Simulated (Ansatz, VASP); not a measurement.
One calculation of PbF2, two programs

```
Pb F
1.0
     0.00000    2.96366    2.96366
     2.96366    0.00000    2.96366
     2.96366    2.96366    0.00000
Pb F
1 2
Direct
  0.00000 0.00000 0.00000
  0.75000 0.75000 0.75000
  0.25000 0.25000 0.25000
```

Alike in both runs: functional PBEsol-based global hybrid with a share of 0.25 of exact exchange; k mesh 4 × 4 × 4; occupations fermi-dirac, width 0.05 eV; no spin polarisation.

|  | VASP | Ansatz |
| --- | --- | --- |
| version | VASP 6.6.1 | Ansatz 0.2.0 |
| potentials or method | VASP PAW PBE potentials, release 64 (Pb_d, F) | Ansatz PAW |
| plane-wave cutoff (eV) | 520 | 420 |
| valence electrons in the cell | 28 | 28 |
| task | single point | band structure |

Ansatz gave:

| Quantity | Value |
| --- | --- |
| gap on the k mesh at the Fermi level (eV) | 6.36 |
| least direct gap on the mesh (eV) | 6.50 |
| pressure (GPa) | -2.0 |

Question: Estimate VASP's values.

Answer: gap on the k mesh at the Fermi level (eV): 6.38; least direct gap on the mesh (eV): 6.52; pressure (GPa): -2.2.

VASP's potentials were made for PBE, not for PBEsol-based global hybrid.

The k mesh is coarse, so the values compare programs but aren't converged. Spin-orbit coupling is off throughout.
